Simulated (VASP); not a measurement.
# Sb in VASP: a series of runs

The runs below take Sb through electric field gradients, with LDA.

Everything below comes from runs of VASP 6.6.1. Logs are shortened: lines on timing, memory, paths and dates and some standing lists are left out, and cuts for length are marked.

**1. The cell of the first run**

It takes space group R-3m (No. 166, trigonal). Conventional cell: a = 4.387 Å, b = 4.387 Å, c = 11.232 Å, α = 90.00°, β = 90.00°, γ = 120.00°. Within 3.9 Å of Sb (site symmetry 3m) lie 6 Sb at 2.95 to 3.38 Å.

**2. Electric field gradients, LDA (equal xx and yy strain of +2 %)**

INCAR reads:

```
SYSTEM = Sb
PREC = Accurate
ENCUT = 520
EDIFF = 1E-8
ISMEAR = -1
SIGMA = 0.03
LREAL = .False.
LASPH = .True.
NELM = 60
ALGO = Normal
ISIF = 2
LWAVE = .False.
LCHARG = .False.
GGA = CA
LEFG = .True.
NBANDS = 12
```

KPOINTS reads:

```
regular mesh
0
Gamma
  12 12 12
  0 0 0
```

POSCAR reads:

```
Sb
1.0
    2.1936123386      1.2664826742      3.7440000000
   -2.1936123386      1.2664826742      3.7440000000
    0.0000000000     -2.5329653483      3.7440000000
Sb
2
Direct
    0.2336400000      0.2336400000      0.2336400000
    0.7663600000      0.7663600000      0.7663600000
```

Potentials or basis: VASP PAW LDA potentials, release 64 (Sb).

The run is started by

```
cat potpaw_LDA.64/Sb/POTCAR > POTCAR
mpirun -np 1 vasp_std > vasp.out
```

OUTCAR:

```text
SYSTEM = Sb
   PREC = Accurate
   ENCUT = 520
   EDIFF = 1E-8
   ISMEAR = -1
   LREAL = .False.
   LASPH = .True.
   NELM = 60
   ISIF = 2
   GGA = CA

 ion  position               nearest neighbor table
   1  0.234  0.234  0.234-   2 2.95   2 2.95   2 2.95   2 3.38   2 3.38   2 3.38
   2  0.766  0.766  0.766-   1 2.95   1 2.95   1 2.95   1 3.38   1 3.38   1 3.38

  LATTYP: Found a trigonal (rhomboedric) cell.
 ALAT       =     4.5203373166
 COS(alpha) =     0.5290139237

  Lattice vectors:

 A1 = (   2.1936123386,   1.2664826742,   3.7440000000)
 A2 = (  -2.1936123386,   1.2664826742,   3.7440000000)
 A3 = (   0.0000000000,  -2.5329653483,   3.7440000000)

Analysis of symmetry for initial positions (statically):
=====================================================================
 Subroutine PRICEL returns:
 Original cell was already a primitive cell.

 Routine SETGRP: Setting up the symmetry group for a
 trigonal (rhombohedral) supercell.

 Subroutine GETGRP returns: Found 12 space group operations
 (whereof 12 operations were pure point group operations)
 out of a pool of 12 trial point group operations.

The static configuration has the point symmetry D_3d.

Analysis of symmetry for dynamics (positions and initial velocities):
=====================================================================
 Subroutine PRICEL returns:
 Original cell was already a primitive cell.

 Routine SETGRP: Setting up the symmetry group for a
 trigonal (rhombohedral) supercell.

 Subroutine GETGRP returns: Found 12 space group operations
 (whereof 12 operations were pure point group operations)
 out of a pool of 12 trial point group operations.

The dynamic configuration has the point symmetry D_3d.

 Subroutine INISYM returns: Found 12 space group operations
 (whereof 12 operations are pure point group operations),
 and found     1 'primitive' translations

----------------------------------------------------------------------------------------

                                     Primitive cell

  volume of cell :      62.4089

  direct lattice vectors                    reciprocal lattice vectors
     2.193612339  1.266482674  3.744000000     0.227934531  0.131598063  0.089031339
[... 135 lines left out ...]

 val. band max:        6.5330191001   @ k =   0.4167   0.0833   0.0833
 cond. band min:       6.6382715389   @ k =   0.3333   0.1667   0.1667
 fundamental gap:      0.1052524387
 Fermi energy:         6.6185425032

 k-point     1 :       0.0000    0.0000    0.0000
  band No.  band energies     occupation
      1      -5.7501      2.00000
      2       1.6838      2.00000
      3       4.9033      2.00000
      4       4.9251      2.00000
      5       4.9251      2.00000
      6       8.7724      0.00000
      7       9.3569      0.00000
      8       9.3569      0.00000
      9      11.7484      0.00000
     10      11.7484      0.00000
     11      12.0017      0.00000
     12      13.3381      0.00000
[... 331 lines left out ...]
 k-point    24 :      -0.4167    0.1667    0.0000
  band No.  band energies     occupation
      1      -3.3586      2.00000
      2      -2.6596      2.00000
      3       3.1422      2.00000
      4       4.6523      2.00000
      5       5.0968      2.00000
      6       7.6980      0.00000
      7       7.9652      0.00000
      8       9.6941      0.00000
      9      13.1742      0.00000
     10      13.6419      0.00000
     11      14.2563      0.00000
     12      16.7420      0.00000

 [... further k-points ...]

------------------------ aborting loop because EDIFF is reached ----------------------------------------

  FORCE on cell =-STRESS in cart. coord.  units (eV):
  Direction    XX          YY          ZZ          XY          YZ          ZX
  --------------------------------------------------------------------------------------
  -------------------------------------------------------------------------------------
  Total       -1.2074330     -1.2074330     -0.8934192      0.0000000     -0.0000000      0.0000000
  in kB      -30.9975518    -30.9975518    -22.9361033      0.0000000     -0.0000000      0.0000000
  external PRESSURE =     -28.3104023 kB  Pullay stress =       0.0000000 kB

 VOLUME and BASIS-vectors are now :
 -----------------------------------------------------------------------------
  energy-cutoff  :      520.00
  volume of cell :       62.41
      direct lattice vectors                 reciprocal lattice vectors
     2.193612339  1.266482674  3.744000000     0.227934531  0.131598063  0.089031339
    -2.193612339  1.266482674  3.744000000    -0.227934531  0.131598063  0.089031339
     0.000000000 -2.532965348  3.744000000     0.000000000 -0.263196126  0.089031339

 POSITION                                       TOTAL-FORCE (eV/Angst)
 -----------------------------------------------------------------------------------
      0.00000      0.00000      2.62424         0.000000     -0.000000     -0.018944
      0.00000      0.00000      8.60776         0.000000      0.000000      0.018944
 -----------------------------------------------------------------------------------
    total drift:                                0.000000     -0.000000      0.000000

  FREE ENERGIE OF THE ION-ELECTRON SYSTEM (eV)
  ---------------------------------------------------
  free  energy   TOTEN  =        -9.5932372005 eV

  energy  without entropy=       -9.5928992684  energy(sigma->0) =       -9.59306823

 Electric field gradients (V/A^2)
---------------------------------------------------------------------
 ion       V_xx      V_yy      V_zz      V_xy      V_xz      V_yz
---------------------------------------------------------------------
   1      24.608    24.608   -49.216     0.000    -0.000    -0.000
   2      24.608    24.608   -49.216     0.000    -0.000    -0.000
---------------------------------------------------------------------

 Electric field gradients after diagonalization (V/A^2)
 (convention: |V_zz| > |V_xx| > |V_yy|)
----------------------------------------------------------------------
 ion       V_xx      V_yy      V_zz     asymmetry (V_yy - V_xx)/ V_zz
----------------------------------------------------------------------
   1      24.608    24.608   -49.216       0.000
   2      24.608    24.608   -49.216       0.000
----------------------------------------------------------------------

           NMR quadrupolar parameters

 Cq : quadrupolar parameter    Cq=e*Q*V_zz/h
 eta: asymmetry parameters     (V_yy - V_xx)/ V_zz
 Q  : nuclear electric quadrupole moment in mb (millibarn)
----------------------------------------------------------------------
 ion       Cq(MHz)       eta       Q (mb)
----------------------------------------------------------------------
   1      -0.119       0.000       1.000
   2      -0.119       0.000       1.000
----------------------------------------------------------------------
```

stdout:

```text
POSCAR found type information on POSCAR Sb
 POSCAR found :  1 types and       2 ions
 scaLAPACK will be used
 LDA part: xc-table for (Slater(with rela. corr.)+CA(PZ))
 , standard interpolation
 POSCAR, INCAR and KPOINTS ok, starting setup
 FFT: planning ... GRIDC
 FFT: planning ... GRID_SOFT
 FFT: planning ... GRID
 WAVECAR not read
 entering main loop
ion   1

ion   2
```

Wall time 2.3 min (1 thread of Intel Xeon 8259CL, shared host); peak memory 0.26 GiB.

What came out:

| Item | Value |
| --- | --- |
| Free energy | -9.5932 eV |
| Pressure | -2.8 GPa |
| Largest force | 0.019 eV/Å |
| Band gap on the k mesh | zero (bands 5 and 6 overlap by 0.19 eV) |
| Largest electric field gradient by atom | Sb -49.2 V/Å² |

Forces on the atoms (eV/Å):
```
Sb   0.000  0.000 -0.019
Sb   0.000  0.000  0.019
```

Levels at points of the mesh, in eV from the Fermi level:
```csv
k point,band 2,band 3,band 4,band 5,band 6,band 7,band 8,band 9
"(0.00, 0.00, 0.00)",-4.93,-1.72,-1.69,-1.69,2.15,2.74,2.74,5.13
"(0.50, 0.00, 0.00)",-9.43,-1.74,-1.51,-0.17,-0.17,0.40,0.60,7.73
"(0.50, 0.50, 0.00)",-7.88,-5.14,-3.47,-3.42,1.73,4.86,5.40,6.71
"(0.50, 0.50, 0.50)",-8.73,-1.21,-1.21,-0.61,0.17,0.17,1.04,7.08
```

Electric field gradients, principal values (V/Å²):
| atom | least | middle | greatest (by size) |
| --- | --- | --- | --- |
| 1 Sb | 24.608 | 24.608 | -49.216 |
| 2 Sb | 24.608 | 24.608 | -49.216 |

Caveat: the cell differs from its parent crystal (equal xx and yy strain of +2 %); without QUAD_EFG the Cq values of the log hold for a quadrupole moment of 1 mb, not for the nuclei; spin-orbit coupling is left out, which moves the levels of the heavy elements.

**3. Electric field gradients, LDA (equal xx and yy strain of +2 %)**

INCAR reads:

```
SYSTEM = Sb
ALGO = Normal
EDIFF = 1E-8
ENCUT = 520
ISIF = 2
ISMEAR = -1
LASPH = .True.
LCHARG = .False.
LEFG = .True.
LREAL = .False.
LWAVE = .False.
NBANDS = 12
NELM = 60
PREC = Accurate
SIGMA = 0.03
```

KPOINTS reads:

```
k-points
0
Gamma
  12 12 12
  0 0 0
```

POSCAR is that of step 2.

Potentials or basis: VASP PAW LDA potentials, release 64 (Sb).

The run is started by

```
cat potpaw_LDA.64/Sb/POTCAR > POTCAR
mpirun -np 1 vasp_std > vasp.out
```

OUTCAR:

```text
SYSTEM = Sb
   EDIFF = 1E-8
   ENCUT = 520
   ISIF = 2
   ISMEAR = -1
   LASPH = .True.
   LREAL = .False.
   NELM = 60
   PREC = Accurate

 ion  position               nearest neighbor table
   1  0.234  0.234  0.234-   2 2.95   2 2.95   2 2.95   2 3.38   2 3.38   2 3.38
   2  0.766  0.766  0.766-   1 2.95   1 2.95   1 2.95   1 3.38   1 3.38   1 3.38

  LATTYP: Found a trigonal (rhomboedric) cell.
 ALAT       =     4.5203373166
 COS(alpha) =     0.5290139237

  Lattice vectors:

 A1 = (   2.1936123386,   1.2664826742,   3.7440000000)
 A2 = (  -2.1936123386,   1.2664826742,   3.7440000000)
 A3 = (   0.0000000000,  -2.5329653483,   3.7440000000)

Analysis of symmetry for initial positions (statically):
=====================================================================
 Subroutine PRICEL returns:
 Original cell was already a primitive cell.

 Routine SETGRP: Setting up the symmetry group for a
 trigonal (rhombohedral) supercell.

[... 548 lines left out ...]
  volume of cell :       62.41
      direct lattice vectors                 reciprocal lattice vectors
     2.193612339  1.266482674  3.744000000     0.227934531  0.131598063  0.089031339
    -2.193612339  1.266482674  3.744000000    -0.227934531  0.131598063  0.089031339
     0.000000000 -2.532965348  3.744000000     0.000000000 -0.263196126  0.089031339

 POSITION                                       TOTAL-FORCE (eV/Angst)
 -----------------------------------------------------------------------------------
      0.00000      0.00000      2.62424         0.000000     -0.000000     -0.018944
      0.00000      0.00000      8.60776         0.000000      0.000000      0.018944
 -----------------------------------------------------------------------------------
    total drift:                                0.000000     -0.000000      0.000000

  FREE ENERGIE OF THE ION-ELECTRON SYSTEM (eV)
  ---------------------------------------------------
  free  energy   TOTEN  =        -9.5932372005 eV

  energy  without entropy=       -9.5928992684  energy(sigma->0) =       -9.59306823

 Electric field gradients (V/A^2)
---------------------------------------------------------------------
 ion       V_xx      V_yy      V_zz      V_xy      V_xz      V_yz
---------------------------------------------------------------------
   1      24.608    24.608   -49.216     0.000    -0.000    -0.000
   2      24.608    24.608   -49.216     0.000    -0.000    -0.000
---------------------------------------------------------------------

 Electric field gradients after diagonalization (V/A^2)
 (convention: |V_zz| > |V_xx| > |V_yy|)
----------------------------------------------------------------------
 ion       V_xx      V_yy      V_zz     asymmetry (V_yy - V_xx)/ V_zz
----------------------------------------------------------------------
   1      24.608    24.608   -49.216       0.000
   2      24.608    24.608   -49.216       0.000
----------------------------------------------------------------------

           NMR quadrupolar parameters

 Cq : quadrupolar parameter    Cq=e*Q*V_zz/h
 eta: asymmetry parameters     (V_yy - V_xx)/ V_zz
 Q  : nuclear electric quadrupole moment in mb (millibarn)
----------------------------------------------------------------------
 ion       Cq(MHz)       eta       Q (mb)
----------------------------------------------------------------------
   1      -0.119       0.000       1.000
   2      -0.119       0.000       1.000
----------------------------------------------------------------------
```

OSZICAR:

```text
N       E                     dE             d eps       ncg     rms          rms(c)
DAV:   1     0.356855949840E+02    0.35686E+02   -0.35043E+03  4536   0.653E+02
DAV:   2    -0.756050844623E+01   -0.43246E+02   -0.41947E+02  6168   0.109E+02
DAV:   3    -0.959737459472E+01   -0.20369E+01   -0.20164E+01  5560   0.263E+01
DAV:   4    -0.961642364912E+01   -0.19049E-01   -0.19046E-01  5316   0.305E+00
DAV:   5    -0.961667259600E+01   -0.24895E-03   -0.24895E-03  5556   0.382E-01    0.297E+00
DAV:   6    -0.960168966004E+01    0.14983E-01   -0.36786E-03  5388   0.300E-01    0.175E+00
DAV:   7    -0.959322609777E+01    0.84636E-02   -0.77656E-03  5220   0.432E-01    0.598E-02
DAV:   8    -0.959323297128E+01   -0.68735E-05   -0.25308E-04  5412   0.101E-01    0.203E-02
DAV:   9    -0.959323758159E+01   -0.46103E-05   -0.17731E-05  5420   0.243E-02    0.622E-03
DAV:  10    -0.959323715316E+01    0.42842E-06   -0.23608E-06  5384   0.788E-03    0.910E-04
DAV:  11    -0.959323719840E+01   -0.45240E-07   -0.16857E-07  5368   0.265E-03    0.444E-04
DAV:  12    -0.959323720047E+01   -0.20682E-08   -0.12651E-08  3864   0.588E-04
   1 F= -.95932372E+01 E0= -.95930682E+01  d E =-.337932E-03
```

It took 2.3 min on 1 thread of Intel Xeon 8259CL, shared host; peak memory 0.26 GiB.

What came out:

* Free energy: -9.5932 eV
* Pressure: -2.8 GPa
* Largest force: 0.019 eV/Å
* Band gap on the k mesh: zero (bands 5 and 6 overlap by 0.19 eV)
* Largest electric field gradient by atom: Sb -49.2 V/Å²

Forces on the atoms (eV/Å):
```
Sb   0.000  0.000 -0.019
Sb   0.000  0.000  0.019
```

Stress tensor (GPa, compression positive):
```
-3.10  0.00  0.00
 0.00 -3.10  0.00
 0.00  0.00 -2.29
```

Levels at points of the mesh, in eV from the Fermi level:
| k point | band 2 | band 3 | band 4 | band 5 | band 6 | band 7 | band 8 | band 9 |
| --- | --- | --- | --- | --- | --- | --- | --- | --- |
| (0.00, 0.00, 0.00) | -4.93 | -1.72 | -1.69 | -1.69 | 2.15 | 2.74 | 2.74 | 5.13 |
| (0.50, 0.00, 0.00) | -9.43 | -1.74 | -1.51 | -0.17 | -0.17 | 0.40 | 0.60 | 7.73 |
| (0.50, 0.50, 0.00) | -7.88 | -5.14 | -3.47 | -3.42 | 1.73 | 4.86 | 5.40 | 6.71 |
| (0.50, 0.50, 0.50) | -8.73 | -1.21 | -1.21 | -0.61 | 0.17 | 0.17 | 1.04 | 7.08 |

Electric field gradients, principal values (V/Å²):
| atom | least | middle | greatest (by size) |
| --- | --- | --- | --- |
| 1 Sb | 24.608 | 24.608 | -49.216 |
| 2 Sb | 24.608 | 24.608 | -49.216 |

Caveat: the cell differs from its parent crystal (equal xx and yy strain of +2 %); without QUAD_EFG the Cq values of the log hold for a quadrupole moment of 1 mb, not for the nuclei; spin-orbit coupling is left out, which moves the levels of the heavy elements.

(Continued in part 2 of 2.)

The gap in the log of VASP goes by the Fermi energy; the results here count the filled bands.